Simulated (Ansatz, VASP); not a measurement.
One calculation of HfO2, two programs

Contents of INCAR:

```
SYSTEM = HfO2
ALGO = Normal
EDIFF = 1E-6
ENCUT = 520
GGA = PE
ISIF = 2
ISMEAR = 0
LASPH = .True.
LCHARG = .True.
LELF = .True.
LREAL = .False.
LVHAR = .True.
LWAVE = .False.
NBANDS = 56
NELM = 60
PREC = Accurate
SIGMA = 0.01
```

The input KPOINTS:

```
k-points
0
Gamma
  4 6 6
  0 0 0
```

POSCAR

```
HfO2
1.0
    5.2945362662      0.0000000000      0.0000000000
    0.0000000000      5.0697560509      0.0000000000
    0.0000000000      0.0000000000      5.1018666730
Hf O
4 8
Direct
    0.0179292976      0.2589657015      0.2239473359
    0.4820707032      0.2589657015      0.7239473359
    0.5179292976      0.7410342970      0.2239473359
    0.9820707032      0.7410342970      0.7239473359
    0.3363888411      0.0622125802      0.3897629330
    0.1636111597      0.0622125802      0.8897629330
    0.7614766363      0.4545107955      0.4992897310
    0.7385233644      0.4545107955      0.9992897310
    0.2385233644      0.5454892075      0.9992897310
    0.2614766318      0.5454892075      0.4992897310
    0.8363888411      0.9377874183      0.3897629330
    0.6636111597      0.9377874183      0.8897629330
```

Input for Ansatz:

```yaml
crystal:
  lattice:
    - [5.2945362662, 0.0, 0.0]
    - [0.0, 5.0697560509, 0.0]
    - [0.0, 0.0, 5.101866673]
  atoms:
    - { symbol: Hf, position: [0.0179292976, 0.2589657015, 0.2239473359] }
    - { symbol: Hf, position: [0.4820707032, 0.2589657015, 0.7239473359] }
    - { symbol: Hf, position: [0.5179292976, 0.741034297, 0.2239473359] }
    - { symbol: Hf, position: [0.9820707032, 0.741034297, 0.7239473359] }
    - { symbol: O, position: [0.3363888411, 0.0622125802, 0.389762933] }
    - { symbol: O, position: [0.1636111597, 0.0622125802, 0.889762933] }
    - { symbol: O, position: [0.7614766363, 0.4545107955, 0.499289731] }
    - { symbol: O, position: [0.7385233644, 0.4545107955, 0.999289731] }
    - { symbol: O, position: [0.2385233644, 0.5454892075, 0.999289731] }
    - { symbol: O, position: [0.2614766318, 0.5454892075, 0.499289731] }
    - { symbol: O, position: [0.8363888411, 0.9377874183, 0.389762933] }
    - { symbol: O, position: [0.6636111597, 0.9377874183, 0.889762933] }
basis:
  ecutwfc: 420
  xc_grid: 2
kpoints:
  mp_grid: { grid: [4, 6, 6] }
hamiltonian:
  xc: pbe
  pseudopotentials: { kind: paw, azcp: { folder: soft_1 } }
scf:
  occupations: { method: fixed }
output:
  forces: true
  stress: true
  eigenvalues: true
  polarization: {}
```

Change from the starting cell: polar distortion scaled by 0.55.

Alike in both runs: task single point; functional PBE; k mesh 4 × 6 × 6; no spin polarisation.

|  | VASP | Ansatz |
| --- | --- | --- |
| version | VASP 6.6.1 | Ansatz 0.2.0 |
| potentials or method | VASP PAW PBE potentials, release 64 (Hf_pv, O), cutoff 520 eV | scalar-relativistic, plane waves, PAW |
| occupations | gaussian, width 0.01 eV | fixed |
| valence electrons in the cell | 88 | 152 |

```tsv
	VASP	Ansatz	Ansatz less VASP
gap on the k mesh at the Fermi level (eV)	4.07	4.13	+0.060
least direct gap on the mesh (eV)	4.58	4.62	+0.037
pressure (GPa)	-2.1	1.3	+3.33
traceless stress, the component that is largest in VASP (GPa)	-4.74	-4.57	+0.169
rms of the force components (eV/Å)	0.448	0.460	+0.0119
```

Atom by atom the forces differ by 0.020 eV/Å (rms over components). VASP's potentials hold 88 valence electrons a cell and Ansatz's 152, so a difference there can come from the potentials and not from the codes.

Neither program's run includes spin-orbit coupling.
